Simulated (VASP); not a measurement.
Crystal: GaN.

```
Ga N
1.0
     0.01054    2.10852    2.10852
     2.10852    0.01054    2.10852
     2.11906    2.11906    0.00000
Ga N
1 1
Direct
  0.00000 0.00000 0.00000
  0.50000 0.50000 0.50000
```

This cell differs from its parent crystal: shear xy strain +1.0%.

Base run:

| Property | Result |
| --- | --- |
| Program | VASP 6.6.1 |
| Functional | PBE |
| Potentials or basis | VASP PAW PBE potentials, release 64 (Ga_d, N) |
| Cutoff | 520 eV |
| k mesh | 10 × 10 × 10 |
| Occupations | fermi-dirac, width 0.02 eV |
| Spin | no spin polarisation |

Its results: band gap on the k mesh 0.62 eV, indirect (least direct gap 2.77 eV); pressure 9.1 GPa.

The run is repeated on the same cell with these changes: functional from PBE to r2SCAN; occupations from fermi-dirac, width 0.02 eV to gaussian, width 0.01 eV. What comes out?

Band gap on the k mesh 1.13 eV, indirect (least direct gap 3.34 eV); pressure 1.3 GPa.

Caveats: the PAW data sets were made with another functional, which shifts forces and pressure a little (some runs).

A k mesh can miss the band edges.
